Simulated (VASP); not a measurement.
# Si (Cmc2_1) in VASP: single point with LDA

Aim: the single point of Si with LDA.

All numbers are computed with VASP 6.6.1; they aren't measurements. Logs are shortened: lines on timing, memory, paths and dates and some standing lists are left out, and cuts for length are marked.

## (1) The cell of the first run

Symmetry: Cmc2_1, No. 36, orthorhombic system. The conventional cell has a = 3.802 Å, b = 6.585 Å, c = 6.289 Å, α = 90.00°, β = 90.00°, γ = 90.00°. Within 3.1 Å of Si (site symmetry m) lie 4 Si at 2.33 to 2.35 Å. Within 3.1 Å of Si (site symmetry m) lie 4 Si at 2.33 to 2.35 Å.

## (2) Single point, LDA (atoms displaced along a vibrational mode)

File INCAR:

```
SYSTEM = Si
  ALGO = Normal
  EDIFF = 1E-7
  ENCUT = 520
  GGA = CA
  ISIF = 2
  ISMEAR = 0
  LASPH = .True.
  LCHARG = .False.
  LREAL = .False.
  LWAVE = .False.
  NBANDS = 26
  NELM = 100
  PREC = Accurate
  SIGMA = 0.03
```

File KPOINTS:

```
k-points
0
Gamma
  10 6 6
  0 0 0
```

File POSCAR:

```
Si
1.0
   -3.8019755419      0.0000000000      0.0000000000
    0.0000000000      0.0000000000     -6.2891200223
    0.0000000000     -6.5852148077      0.0000000000
Si
8
Direct
    0.5000000000      0.9369667109      0.1704630501
    1.0000000000      0.9369667109      0.6704630501
    1.0000000000      0.4369667109      0.3295369499
    0.5000000000      0.4369667109      0.8295369499
    0.5000000000      0.5630332891      0.1628702833
    1.0000000000      0.5630332891      0.6628702833
    1.0000000000      0.0630332891      0.3371297167
    0.5000000000      0.0630332891      0.8371297167
```

Potentials or basis: VASP PAW LDA potentials, release 64 (Si).

Run with:

```bash
$ cat potpaw_LDA.64/Si/POTCAR > POTCAR
$ mpirun -np 1 vasp_std > vasp.out
```

OUTCAR:

```text
SYSTEM = Si
   EDIFF = 1E-7
   ENCUT = 520
   GGA = CA
   ISIF = 2
   ISMEAR = 0
   LASPH = .True.
   LREAL = .False.
   NELM = 100
   PREC = Accurate

 ion  position               nearest neighbor table
   1  0.500  0.937  0.170-   7 2.33   7 2.33   8 2.33   5 2.35
   2  0.000  0.937  0.670-   8 2.33   8 2.33   7 2.33   6 2.35
   3  0.000  0.437  0.330-   5 2.33   5 2.33   6 2.33   7 2.35
   4  0.500  0.437  0.830-   6 2.33   6 2.33   5 2.33   8 2.35
   5  0.500  0.563  0.163-   3 2.33   3 2.33   4 2.33   1 2.35
   6  0.000  0.563  0.663-   4 2.33   4 2.33   3 2.33   2 2.35
   7  0.000  0.063  0.337-   1 2.33   1 2.33   2 2.33   3 2.35
   8  0.500  0.063  0.837-   2 2.33   2 2.33   1 2.33   4 2.35

  LATTYP: Found a simple orthorhombic cell.
 ALAT       =     3.8019755419
 B/A-ratio  =     1.6541716150
 C/A-ratio  =     1.7320508076

  Lattice vectors:

 A1 = (  -3.8019755419,   0.0000000000,   0.0000000000)
 A2 = (   0.0000000000,   0.0000000000,  -6.2891200223)
 A3 = (   0.0000000000,  -6.5852148077,   0.0000000000)

Analysis of symmetry for initial positions (statically):
=====================================================================
 Subroutine PRICEL returns following result:

  LATTYP: Found a hexagonal cell.
 ALAT       =     3.8019755419
 C/A-ratio  =     1.6541716150

  Lattice vectors:

 A1 = (  -1.9009877709,  -3.2926074039,   0.0000000000)
 A2 = (  -1.9009877710,   3.2926074038,   0.0000000000)
 A3 = (   0.0000000000,   0.0000000000,  -6.2891200223)

   2 primitive cells build up your supercell.

 Routine SETGRP: Setting up the symmetry group for a
 simple orthorhombic supercell.

 Subroutine GETGRP returns: Found  4 space group operations
 (whereof  2 operations were pure point group operations)
 out of a pool of  8 trial point group operations.

The static configuration has the point symmetry C_1h.
 The point group associated with its full space group is C_2v.

Analysis of symmetry for dynamics (positions and initial velocities):
=====================================================================
 Subroutine PRICEL returns following result:

  LATTYP: Found a hexagonal cell.
 ALAT       =     3.8019755419
 C/A-ratio  =     1.6541716150

  Lattice vectors:

 A1 = (  -1.9009877709,  -3.2926074039,   0.0000000000)
 A2 = (  -1.9009877710,   3.2926074038,   0.0000000000)
 A3 = (   0.0000000000,   0.0000000000,  -6.2891200223)

[... 117 lines left out ...]
   NSW    =      0    number of steps for IOM
   IBRION =     -1    ionic relax: 0-MD 1-quasi-New 2-CG
   NFREE  =      0    steps in history (QN), initial steepest desc. (CG)
   ISIF   =      2    stress and relaxation
   ISYM   =      2    0-nonsym 1-usesym 2-fastsym
   POTIM  = 0.5000    time-step for ionic-motion
   TEBEG  =    0.0;   TEEND  =   0.0 temperature during run
   PSTRESS=    0.0 pullay stress
   NELECT =      32.0000    total number of electrons
   NUPDOWN=      -1.0000    fix difference up-down
   EMIN   =  10.00;   EMAX   =-10.00  energy-range for DOS
   EFERMI =   0.00;   METHOD = LEGACY
   ISMEAR =     0;   SIGMA  =   0.03  broadening in eV -4-tet -1-fermi 0-gaus
   EFERMI_NEDOS =   21; number of points for ismear=-14 and -15
   IALGO  =     38    algorithm
   IMIX   =      4    mixing-type and parameters
     AMIX     =   0.40;   BMIX     =  1.00
     AMIX_MAG =   1.60;   BMIX_MAG =  1.00
  volume/ion in A,a.u.               =      19.68       132.82
  Fermi-wavevector in a.u.,A,eV,Ry     =   0.962502  1.818866 12.604582  0.926411
  Thomas-Fermi vector in A             =   2.091967
   LORBIT       =      0    0 simple, 1 ext, 2 COOP (PROOUT), +10 PAW based schemes
   GGA     = CA    functional components
   LHFCALC =     F    Hartree Fock is set to
   AEXX    =    0.0000 exact exchange contribution
   IVDW    =     0    specifies the selected vdW correction
   LEPSILON=     F    determine dielectric tensor
   LRPA    =     F    only Hartree local field effects (RPA)
 non-spin polarized calculation
 Gauss-broadening in eV      SIGMA  =   0.03
  energy-cutoff  :      520.00
  volume of cell :      157.46
 maximum number of plane-waves:      4268
   NGX = 15   NGY = 23   NGZ = 25

 number of electron      32.0000000 magnetization

 Free energy of the ion-electron system (eV)
  ---------------------------------------------------
  ext. energy  EPLUGINS =         0.00000000
  ---------------------------------------------------
  free energy    TOTEN  =       -47.59801463 eV

  energy without entropy =      -47.59801463  energy(sigma->0) =      -47.59801463

 E-fermi :   6.3299     XC(G=0):  -9.6662

 val. band max:        6.2077736325   @ k =   0.0000   0.0000   0.0000
 cond. band min:       6.4784813741   @ k =   0.0000   0.0000   0.0000
 fundamental gap:      0.2707077417
 Fermi energy:         6.3298942792

 k-point     1 :       0.0000    0.0000    0.0000
  band No.  band energies     occupation
      1      -6.1442      2.00000
      2      -3.9030      2.00000
      3      -3.8042      2.00000
      4      -2.3350      2.00000
      5      -1.4738      2.00000
      6      -1.1436      2.00000
[... 685 lines left out ...]
     25      10.6834      0.00000
     26      10.6834      0.00000

 [... further k-points ...]

------------------------ aborting loop because EDIFF is reached ----------------------------------------

  FORCE on cell =-STRESS in cart. coord.  units (eV):
  Direction    XX          YY          ZZ          XY          YZ          ZX
  --------------------------------------------------------------------------------------
  -------------------------------------------------------------------------------------
  Total        0.0621503      0.0392182      0.0224643      0.0000000      0.0000000      0.0000000
  in kB        0.6323900      0.3990520      0.2285781      0.0000000      0.0000000      0.0000000
  external PRESSURE =       0.4200067 kB  Pullay stress =       0.0000000 kB

 VOLUME and BASIS-vectors are now :
 -----------------------------------------------------------------------------
  energy-cutoff  :      520.00
  volume of cell :      157.46
      direct lattice vectors                 reciprocal lattice vectors
    -3.801975542  0.000000000  0.000000000    -0.263021155  0.000000000  0.000000000
     0.000000000  0.000000000 -6.289120022     0.000000000  0.000000000 -0.159004757
     0.000000000 -6.585214808  0.000000000     0.000000000 -0.151855335  0.000000000

 POSITION                                       TOTAL-FORCE (eV/Angst)
 -----------------------------------------------------------------------------------
     -1.90099     -1.12254     -5.89270        -0.000000      0.023343      0.004785
      0.00000     -4.41514     -5.89270        -0.000000      0.023343      0.004785
      0.00000     -2.17007     -2.74814        -0.000000     -0.023343      0.004785
     -1.90099     -5.46268     -2.74814        -0.000000     -0.023343      0.004785
     -1.90099     -1.07254     -3.54098         0.000000     -0.023937     -0.004785
      0.00000     -4.36514     -3.54098         0.000000     -0.023937     -0.004785
      0.00000     -2.22007     -0.39642         0.000000      0.023937     -0.004785
     -1.90099     -5.51268     -0.39642         0.000000      0.023937     -0.004785
 -----------------------------------------------------------------------------------
    total drift:                                0.000000      0.000000     -0.000013

  FREE ENERGIE OF THE ION-ELECTRON SYSTEM (eV)
  ---------------------------------------------------
  free  energy   TOTEN  =       -47.5980146266 eV

  energy  without entropy=      -47.5980146266  energy(sigma->0) =      -47.59801463
```

OSZICAR:

```text
N       E                     dE             d eps       ncg     rms          rms(c)
DAV:   1     0.650345804207E+02    0.65035E+02   -0.12154E+04  4992   0.102E+03
DAV:   2    -0.431485137106E+02   -0.10818E+03   -0.99641E+02  6330   0.151E+02
DAV:   3    -0.485938425548E+02   -0.54453E+01   -0.53601E+01  6644   0.312E+01
DAV:   4    -0.486907870621E+02   -0.96945E-01   -0.96687E-01  6178   0.525E+00
DAV:   5    -0.486930086724E+02   -0.22216E-02   -0.22202E-02  6426   0.750E-01    0.102E+01
DAV:   6    -0.479375268333E+02    0.75548E+00   -0.35883E-01  5516   0.222E+00    0.615E+00
DAV:   7    -0.475978494648E+02    0.33968E+00   -0.70063E-01  5430   0.313E+00    0.446E-01
DAV:   8    -0.475982407456E+02   -0.39128E-03   -0.53915E-02  5748   0.101E+00    0.145E-01
DAV:   9    -0.475979443877E+02    0.29636E-03   -0.17047E-03  6388   0.185E-01    0.123E-01
DAV:  10    -0.475980187742E+02   -0.74386E-04   -0.13278E-04  5904   0.543E-02    0.689E-02
DAV:  11    -0.475980145990E+02    0.41752E-05   -0.10076E-05  6204   0.146E-02    0.595E-03
DAV:  12    -0.475980146266E+02   -0.27583E-07   -0.24883E-07  5434   0.262E-03
   1 F= -.47598015E+02 E0= -.47598015E+02  d E =-.364812E-11
```

stdout:

```text
POSCAR found type information on POSCAR Si
 POSCAR found :  1 types and       8 ions
 scaLAPACK will be used
 LDA part: xc-table for (Slater(with rela. corr.)+CA(PZ))
 , standard interpolation
 POSCAR, INCAR and KPOINTS ok, starting setup
 FFT: planning ... GRIDC
 FFT: planning ... GRID_SOFT
 FFT: planning ... GRID
 WAVECAR not read
 entering main loop
```

It took 2.5 min on 1 thread of AMD EPYC 9R45 (Zen 5), shared host; peak memory 0.34 GiB.

What came out:

```yaml
Free_energy: -47.5980 eV
Pressure: 0.0 GPa
Largest_force: 0.024 eV/Å
Band_gap_on_the_k_mesh: 0.27 eV
```

Forces on the atoms (eV/Å):
```
Si   0.000  0.023  0.005
Si   0.000  0.023  0.005
Si   0.000 -0.023  0.005
Si   0.000 -0.023  0.005
Si   0.000 -0.024 -0.005
Si   0.000 -0.024 -0.005
Si   0.000  0.024 -0.005
Si   0.000  0.024 -0.005
```

Caveat: the cell differs from its parent crystal (atoms displaced along a vibrational mode). A k mesh can miss the band edges.
